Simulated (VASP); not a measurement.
Set up this calculation in VASP 6.6.1, as the native input.

```
Task                    : density of states
Functional              : PBE
Potentials or basis     : VASP PAW PBE potentials, release 64 (Ta_pv, Si)
Cutoff                  : 520 eV
k mesh                  : 11 × 11 × 1
Occupations             : fermi-dirac, width 0.05 eV
Spin                    : no spin polarisation
Dipole correction       : yes
k mesh for the DOS      : 17 × 17 × 1
Occupations for the DOS : tetrahedron
Further INCAR settings  : ALGO = Normal; EDIFF = 1e-06; NBANDS = 14
```

Sheet: TaSi, a sheet with vacuum.

```xyz
2
Lattice="2.7386 0.0000 0.0000 -1.3693 2.3717 0.0000 0.0000 0.0000 29.0170" Properties=species:S:1:pos:R:3 pbc="T T T"
Ta    0.0000    0.0000    6.6931
Si    0.0000    0.0000    9.3069
```

These files were run (other wordings do the same):

POSCAR

```
TaSi
1.0
    2.7385900000      0.0000000000      0.0000000000
   -1.3692900000      2.3716900000      0.0000000000
    0.0000000000      0.0000000000     29.0170200000
Ta Si
1 1
Direct
    0.0000000000      0.0000000000      0.2306600000
    0.0000000000      0.0000000000      0.3207400000
```

INCAR.step1

```
ALGO = Normal ; DIPOL = 0.5 0.5 0.276
EDIFF = 1E-6 ; ENCUT = 520
GGA = PE ; IDIPOL = 3
ISIF = 2 ; ISMEAR = -1
LASPH = True ; LCHARG = True
LDIPOL = True ; LMAXMIX = 4
LREAL = False ; LWAVE = False
NBANDS = 14 ; NELM = 100
PREC = Accurate ; SIGMA = 0.05
```

KPOINTS.step1

```
k-points
0
Gamma
  11 11 1
```

INCAR.step2

```
ALGO = Normal ; DIPOL = 0.5 0.5 0.276
EDIFF = 1E-6 ; ENCUT = 520
GGA = PE ; ICHARG = 11
IDIPOL = 3 ; ISIF = 2
ISMEAR = -5 ; LASPH = True
LCHARG = False ; LDIPOL = True
LMAXMIX = 4 ; LORBIT = 10
LREAL = False ; LWAVE = False
NBANDS = 14 ; NEDOS = 1001
NELM = 100 ; PREC = Accurate
SIGMA = 0.05
```

KPOINTS.step2

```
k-points
0
Gamma
  17 17 1
```

Potentials or basis: VASP PAW PBE potentials, release 64 (Ta_pv, Si).

Run with:

```console
$ cat potpaw_PBE.64/Ta_pv/POTCAR potpaw_PBE.64/Si/POTCAR > POTCAR
$ cp INCAR.step1 INCAR
$ cp KPOINTS.step1 KPOINTS
$ mpirun -np 1 vasp_std > vasp.out
$ cp INCAR.step2 INCAR
$ cp KPOINTS.step2 KPOINTS
$ mpirun -np 1 vasp_std > vasp.out
```

Results of the run:

```
Valence electrons inside the program's atomic spheres : Ta 9.03; Si 1.54
```

Caveat: spin-orbit coupling is left out, which moves the levels of the heavy elements.

It took 4.1 min on 1 thread of AMD EPYC 7R13, with other jobs on the host, peak memory 0.27 GiB.
